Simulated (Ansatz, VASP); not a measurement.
Two plane-wave programs on BiB3H12

INCAR

```
SYSTEM = BiB3H12
PREC = Accurate ; ENCUT = 520
EDIFF = 1E-6 ; ISMEAR = 0
SIGMA = 0.01 ; LREAL = Auto
LASPH = .TRUE. ; NELM = 150
ALGO = Normal ; ISIF = 2
LWAVE = .FALSE. ; LCHARG = .FALSE.
LNONCOLLINEAR = .TRUE. ; MAGMOM = 0 0 0 0 0 0 0 0 0 0 0 0 0 0 0 0 0 0 0 0 0 0 0 0 0 0 0 0 0 0 0 0 0 0 0 0 0 0 0 0 0 0 0 0 0 0 0 0
LORBIT = 11 ; LSORBIT = .TRUE.
GGA_COMPAT = .FALSE. ; LORBMOM = .TRUE.
GGA = PE ; NBANDS = 62
```

Contents of KPOINTS:

```
Automatic mesh
0
G
  1 1 1
  0 0 0
```

File POSCAR:

```
BiB3H12
1.0
   14.2200000000      0.0000000000      0.0000000000
    0.0000000000     14.4600000000      0.0000000000
    0.0000000000      0.0000000000     10.7700000000
Bi B H
1 3 12
Direct
    0.4623579500      0.5014785600      0.5727734400
    0.6302594900      0.5006362400      0.5062312000
    0.3791490900      0.6448941900      0.5062339800
    0.3776652600      0.3589066400      0.5062330500
    0.6832784800      0.5057358200      0.4178273000
    0.6461258800      0.4401390000      0.5823788300
    0.5602594900      0.4755525600      0.4356963800
    0.6170492300      0.5781908700      0.5509730700
    0.3481483800      0.6874986200      0.4178300800
    0.4244929700      0.6886549100      0.5823816200
    0.4362384000      0.5978208900      0.4356982400
    0.3174564000      0.5948658400      0.5509758600
    0.3556455700      0.3112033200      0.4178291600
    0.3164557000      0.3756431500      0.5823806900
    0.3905745400      0.4310636200      0.4356973100
    0.4525682100      0.3313796700      0.5509730700
```

Input for Ansatz:

```yaml
crystal:
  lattice:
    - [14.22, 0.0, 0.0]
    - [0.0, 14.46, 0.0]
    - [0.0, 0.0, 10.77]
  atoms:
    - { symbol: Bi, position: [0.46235795, 0.50147856, 0.57277344] }
    - { symbol: B, position: [0.63025949, 0.50063624, 0.5062312] }
    - { symbol: H, position: [0.68327848, 0.50573582, 0.4178273] }
    - { symbol: H, position: [0.64612588, 0.440139, 0.58237883] }
    - { symbol: H, position: [0.56025949, 0.47555256, 0.43569638] }
    - { symbol: H, position: [0.61704923, 0.57819087, 0.55097307] }
    - { symbol: B, position: [0.37914909, 0.64489419, 0.50623398] }
    - { symbol: H, position: [0.34814838, 0.68749862, 0.41783008] }
    - { symbol: H, position: [0.42449297, 0.68865491, 0.58238162] }
    - { symbol: H, position: [0.4362384, 0.59782089, 0.43569824] }
    - { symbol: H, position: [0.3174564, 0.59486584, 0.55097586] }
    - { symbol: B, position: [0.37766526, 0.35890664, 0.50623305] }
    - { symbol: H, position: [0.35564557, 0.31120332, 0.41782916] }
    - { symbol: H, position: [0.3164557, 0.37564315, 0.58238069] }
    - { symbol: H, position: [0.39057454, 0.43106362, 0.43569731] }
    - { symbol: H, position: [0.45256821, 0.33137967, 0.55097307] }
basis:
  ecutwfc: 420
  ecutrho_ratio: 4
kpoints:
  mp_grid: { grid: [1, 1, 1] }
hamiltonian:
  xc: pbe
scf:
  occupations: { method: gaussian, width: 0.01 }
output:
  forces: true
  eigenvalues: true
  populations: true
  write_density: true
  write_potential: true
  elf: true
  volumetric_format: npy
magnetization:
  noncollinear: true
  spin_orbit: true
```

Alike in both runs: task single point; functional PBE; k mesh 1 × 1 × 1; occupations gaussian, width 0.01 eV; non-collinear spin, spin-orbit coupling.

```csv
,VASP,Ansatz
version,VASP 6.6.1,Ansatz 0.2.0
potentials or method,"VASP PAW PBE potentials, release 64 (Bi_d, B, H), cutoff 520 eV","plane waves, PAW"
valence electrons in the cell,36,36
```

```csv
,VASP,Ansatz,Ansatz less VASP
rms of the force components (eV/Å),0.098,0.098,+0.0002
```

Ansatz's warnings: xc potential rough in thin density.
